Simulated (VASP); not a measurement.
Write the native input for VASP 6.6.1 that does the following.

```yaml
Task: single point
Functional: PBEsol
Potentials_or_basis: VASP PAW PBE potentials, release 64 (Ag, Cl)
Cutoff: 520 eV
k_mesh: 9 × 9 × 9
Occupations: fermi-dirac, width 0.01 eV
Spin: no spin polarisation
Dipole_correction: no
Further_INCAR_settings: ALGO = Normal; EDIFF = 1e-07; NBANDS = 16
```

The structure of AgCl lies in POSCAR:

```
AgCl
1.0
    3.5369921900      0.0000000000      0.0000000000
    0.0000000000      3.5369921900      0.0000000000
    0.0000000000      0.0000000000      3.4339730000
Ag Cl
1 1
Direct
    0.0000000000      0.0000000000      0.0000000000
    0.5000000000      0.5000000000      0.5000000000
```

This cell differs from its parent crystal: equal xx and yy strain of +3 %.

The input as run:

INCAR

```
PREC = Accurate
ENCUT = 520
EDIFF = 1E-7
ISMEAR = -1
SIGMA = 0.01
LREAL = False
LASPH = True
NELM = 80
ALGO = Normal
ISIF = 2
LWAVE = False
LCHARG = True
GGA = PS
LELF = True
LVHAR = True
NBANDS = 16
```

KPOINTS

```
Automatic mesh
0
Gamma
  9 9 9
```

Potentials or basis: VASP PAW PBE potentials, release 64 (Ag, Cl).

Run with:

```sh
$ cat potpaw_PBE.64/Ag/POTCAR potpaw_PBE.64/Cl/POTCAR > POTCAR
$ mpirun -np 1 vasp_std > vasp.out
```

Results of the run:

```
Pressure               : -6.5 GPa
Band gap on the k mesh : 0.39 eV, indirect (least direct gap 1.56 eV)
```

Caveat: the cell differs from its parent crystal (equal xx and yy strain of +3 %); the PAW data sets were made with another functional, which shifts forces and pressure a little.

Wall time 36 s on 1 thread of Intel Xeon 6975P-C (shared host), peak memory 0.19 GiB.
